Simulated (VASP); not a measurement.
Here is a VASP 6.6.1 calculation.

Contents of INCAR:

```
SYSTEM = CsSnI3
PREC = Accurate ; ENCUT = 520
EDIFF = 1E-6 ; ISMEAR = -1
SIGMA = 0.05 ; LREAL = .False.
LASPH = .True. ; NELM = 60
ALGO = Normal ; ISIF = 2
LWAVE = .False. ; LCHARG = .True.
LELF = .True. ; LVHAR = .True.
NBANDS = 30
```

The input KPOINTS:

```
Automatic mesh
0
Gamma
  5 5 5
  0 0 0
```

The input POSCAR:

```
CsSnI3
1.0
    6.2057000000      0.0000000000      0.0000000000
    0.0000000000      6.2057000000      0.0000000000
    0.0000000000      0.0000000000      6.2057000000
Cs I Sn
1 3 1
Direct
    0.0000000000      0.0000000000      0.0000000000
    0.5000000000      0.5000000000      0.0000000000
    0.5000000000      0.0000000000      0.5000000000
    0.0000000000      0.5000000000      0.5000000000
    0.5000000000      0.5000000000      0.5000000000
```

Potentials or basis: VASP PAW LDA potentials, release 64 (Cs_sv, I, Sn_d).

Run with:

```sh
$ cat potpaw_LDA.64/Cs_sv/POTCAR potpaw_LDA.64/I/POTCAR potpaw_LDA.64/Sn_d/POTCAR > POTCAR
$ mpirun -np 1 vasp_std > vasp.out
```

(1) Estimate the band gap on the k mesh.

(2) What does it give for the pressure?

Answers

(1) 1.73 eV, direct.

(2) -1.6 GPa.

Caveat: spin-orbit coupling is left out, which moves the levels of the heavy elements.
